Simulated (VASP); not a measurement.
A run of VASP 6.6.1 is set up as follows.

Contents of INCAR:

```
PREC = Accurate ; ENCUT = 520
EDIFF = 1E-6 ; ISMEAR = 0
SIGMA = 0.1 ; LREAL = F
LASPH = T ; NELM = 80
ALGO = Normal ; ISIF = 2
LWAVE = F ; LCHARG = F
GGA = PE ; NBANDS = 29
```

The input KPOINTS:

```
regular mesh
0
Gamma
  6 6 6
```

The input POSCAR:

```
Zr2PdC2
1.0
   -2.2021948071      2.2021948071      3.6570040712
    2.2021948071     -2.2021948071      3.6570040712
    2.2021948071      2.2021948071     -3.6570040712
Zr Pd C
2 1 2
Direct
    0.7500000000      0.2500000000      0.5000000000
    0.2500000000      0.7500000000      0.5000000000
    0.0000000000      0.0000000000      0.0000000000
    0.4019120727      0.4019120727      0.0000000000
    0.5980879273      0.5980879273      0.0000000000
```

Potentials or basis: VASP PAW PBE potentials, release 64 (Zr_sv, Pd, C).

The run is started by

```bash
$ cat potpaw_PBE.64/Zr_sv/POTCAR potpaw_PBE.64/Pd/POTCAR potpaw_PBE.64/C/POTCAR > POTCAR
$ mpirun -np 1 vasp_std > vasp.out
```

Question: Predict the largest force.

Answer: 0.044 eV/Å.

Question: What does it give for the pressure?

Answer: 0.3 GPa.

Forces in eV/Å, atoms in the order of the input:
```
Zr   0.000  0.000  0.000
Zr   0.000  0.000  0.000
Pd   0.000  0.000  0.000
C    0.000  0.000 -0.044
C    0.000  0.000  0.044
```
